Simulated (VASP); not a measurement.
A run of VASP 6.6.1:

The input POSCAR:

```
Ag2Sn
1.0
    4.5876400000      0.0000000000      0.0000000000
   -2.2938200000      3.9730150000      0.0000000000
    0.0000000000      0.0000000000      3.2861690000
Sn Ag
1 2
Direct
    0.0000000000      0.0000000000      0.0000000000
    0.3333000000      0.6667000000      0.5000000000
    0.6666000000      0.3333000000      0.5000000000
```

The input INCAR.step1:

```
SYSTEM = Ag2Sn
PREC = Accurate
ENCUT = 520
ISMEAR = -1
SIGMA = 0.1
LREAL = .FALSE.
LASPH = .TRUE.
NELM = 100
NBANDS = 25
GGA = PE
ALGO = Normal
EDIFF = 1E-4
LWAVE = .TRUE.
LCHARG = .FALSE.
```

INCAR.step2

```
SYSTEM = Ag2Sn
PREC = Accurate
ENCUT = 520
EDIFF = 1E-7
ISMEAR = -1
SIGMA = 0.1
LREAL = .FALSE.
LASPH = .TRUE.
NELM = 100
ALGO = Normal
ISIF = 2
LWAVE = .FALSE.
LCHARG = .TRUE.
METAGGA = R2SCAN
LMIXTAU = .TRUE.
LELF = .TRUE.
LVHAR = .TRUE.
NBANDS = 25
ISTART = 1
```

The input KPOINTS:

```
regular mesh
0
G
  9 9 10
  0 0 0
```

Potentials or basis: VASP PAW PBE potentials, release 64 (Sn_d, Ag).

Command:

```bash
$ cat potpaw_PBE.64/Sn_d/POTCAR potpaw_PBE.64/Ag/POTCAR > POTCAR
$ cp INCAR.step1 INCAR
$ mpirun -np 1 vasp_std > vasp.out
$ cp INCAR.step2 INCAR
$ mpirun -np 1 vasp_std > vasp.out
```

Hardware: 1 thread of Intel(R) Xeon(R) Platinum 8259CL CPU @ 2.50GHz (Skylake/Cascade Lake) (shared host).

Question: How long does it take, and how much memory?

Answer: It took 8.6 min on 1 thread of Intel(R) Xeon(R) Platinum 8259CL CPU @ 2.50GHz (Skylake/Cascade Lake), on a shared host, peak memory 0.34 GiB. Counts: k points 150.
